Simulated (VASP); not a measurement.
Wanted: the native input for a VASP 6.6.1 run.

| Quantity | Value |
| --- | --- |
| Task | single point |
| Functional | PBEsol |
| Potentials or basis | VASP PAW PBE potentials, release 64 (Li_sv, Ta_sv_GW, O) |
| Cutoff | 880 eV |
| k mesh | 10 × 10 × 10 |
| Occupations | gaussian, width 0.05 eV |
| Spin | no spin polarisation |
| Dipole correction | no |
| Further INCAR settings | ALGO = Normal; EDIFF = 1e-06; NBANDS = 33 |

The structure of Li3TaO4 lies in POSCAR:

```
Li3TaO4
1.0
   -2.0422644308      2.0422644308      4.2529592940
    2.0422644308     -2.0422644308      4.2529592940
    2.0422644308      2.0422644308     -4.2529592940
Li Ta O
3 1 4
Direct
    0.5114626068      0.5114626068      0.0000000000
    0.2509681277      0.7509681277      0.5000000000
    0.7509681277      0.2509681277      0.5000000000
   -0.0002820304     -0.0002820304      0.0000000000
   -0.0001431498      0.4998568502      0.5000000000
    0.7730912923      0.7730912923      0.0000000000
    0.4998568502     -0.0001431498      0.5000000000
    0.2245726369      0.2245726369      0.0000000000
```

This cell differs from its parent crystal: atoms displaced along a vibrational mode.

These files were run (other wordings do the same):

INCAR

```
ALGO = Normal
EDIFF = 1E-6
ENCUT = 880
GGA = PS
GGA_COMPAT = False
ISIF = 2
ISMEAR = 0
LASPH = True
LCHARG = False
LREAL = False
LWAVE = False
NBANDS = 33
NELM = 120
PREC = Accurate
SIGMA = 0.05
```

KPOINTS

```
k-points
0
Gamma
  10 10 10
```

Potentials or basis: VASP PAW PBE potentials, release 64 (Li_sv, Ta_sv_GW, O).

The run is started by

```bash
$ cat potpaw_PBE.64/Li_sv/POTCAR potpaw_PBE.64/Ta_sv_GW/POTCAR potpaw_PBE.64/O/POTCAR > POTCAR
$ mpirun -np 1 vasp_std > vasp.out
```

Results of the run:

```
Pressure               : 0.4 GPa
Largest force          : 0.078 eV/Å
Band gap on the k mesh : 1.58 eV (least direct gap 1.64 eV)
```

Caveat: the cell differs from its parent crystal (atoms displaced along a vibrational mode); the PAW data sets were made with another functional, which shifts forces and pressure a little; spin-orbit coupling is left out, which moves the levels of the heavy elements.

Wall time 18 min on 1 thread of Intel(R) Xeon(R) Platinum 8375C CPU @ 2.90GHz (Ice Lake), with other jobs on the host, peak memory 0.7 GiB.
